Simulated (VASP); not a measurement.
A run of VASP 6.6.1 is set up as follows.

POSCAR

```
LiF
1.0
    0.0000000000      2.0140000000      2.0140000000
    2.0140000000      0.0000000000      2.0140000000
    2.0140000000      2.0140000000      0.0000000000
Li F
1 1
Direct
    0.0558589871     -0.0558589871     -0.1675769613
    0.5000000000      0.5000000000      0.5000000000
```

Contents of INCAR.step1:

```
PREC     = Accurate       # precision mode
ENCUT    = 520            # plane-wave cutoff, eV
ISMEAR   = 0              # smearing method
SIGMA    = 0.05           # smearing width, eV
LREAL    = F              # projectors in reciprocal space
LASPH    = T              # aspherical terms in the spheres
NELM     = 80             # most SCF steps
NBANDS   = 12             # bands
GGA      = PE             # functional
ALGO     = Normal         # electronic algorithm
EDIFF    = 1E-4           # SCF threshold, eV
LWAVE    = T              # write WAVECAR
LCHARG   = F              # write CHGCAR
```

Contents of INCAR.step2:

```
PREC     = Accurate       # precision mode
ENCUT    = 520            # plane-wave cutoff, eV
EDIFF    = 1E-7           # SCF threshold, eV
ISMEAR   = 0              # smearing method
SIGMA    = 0.05           # smearing width, eV
LREAL    = F              # projectors in reciprocal space
LASPH    = T              # aspherical terms in the spheres
NELM     = 80             # most SCF steps
ALGO     = Normal         # electronic algorithm
ISIF     = 2              # what is computed and relaxed
LWAVE    = F              # write WAVECAR
LCHARG   = F              # write CHGCAR
METAGGA  = R2SCAN         # meta-GGA
LMIXTAU  = T            
NBANDS   = 12             # bands
ISTART   = 1
```

Contents of KPOINTS:

```
Automatic mesh
0
Gamma
  10 10 10
```

Potentials or basis: VASP PAW PBE potentials, release 64 (Li_sv, F).

Run with:

```console
$ cat potpaw_PBE.64/Li_sv/POTCAR potpaw_PBE.64/F/POTCAR > POTCAR
$ cp INCAR.step1 INCAR
$ mpirun -np 1 vasp_std > vasp.out
$ cp INCAR.step2 INCAR
$ mpirun -np 1 vasp_std > vasp.out
```

Predict the band gap on the k mesh.

9.79 eV.

Predict the largest force.

2.466 eV/Å.

Forces in eV/Å, atoms in the order of the input:
```
Li   2.466  0.023  0.000
F   -2.466 -0.023  0.000
```

Caveat: the cell differs from its parent crystal (atom 1 (Li) moved by (-0.450, -0.225) A along x and y); the PAW data sets were made with another functional, which shifts forces and pressure a little. A k mesh can miss the band edges.
